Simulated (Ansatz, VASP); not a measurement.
C in VASP and in Ansatz

```
C
1.0
     0.00000    1.78573    1.78573
     1.78573    0.00000    1.78573
     1.78573    1.78573    0.00000
C
2
Cartesian
  1.7857 1.7857 1.7857
  2.6786 2.6786 2.6786
```

Change from the starting cell: the structure that the rattled cell fell into.

Alike in both runs: task single point; functional PBE; k mesh 8 × 8 × 8; occupations gaussian, width 0.1 eV; no spin polarisation.

```csv
,VASP,Ansatz
version,VASP 6.6.1,Ansatz 0.2.0
potentials or method,"VASP PAW PBE potentials, release 64 (C), cutoff 520 eV","scalar-relativistic, plane waves, PAW"
valence electrons in the cell,8,8
```

VASP gave:

- gap on the k mesh at the Fermi level (eV): 4.12
- least direct gap on the mesh (eV): 5.58
- pressure (GPa): 0.7

Estimate Ansatz's values.

gap on the k mesh at the Fermi level (eV): 4.13; least direct gap on the mesh (eV): 5.58; pressure (GPa): 0.1.

With one functional, cell and mesh, what is left measures potentials, basis and numerics.
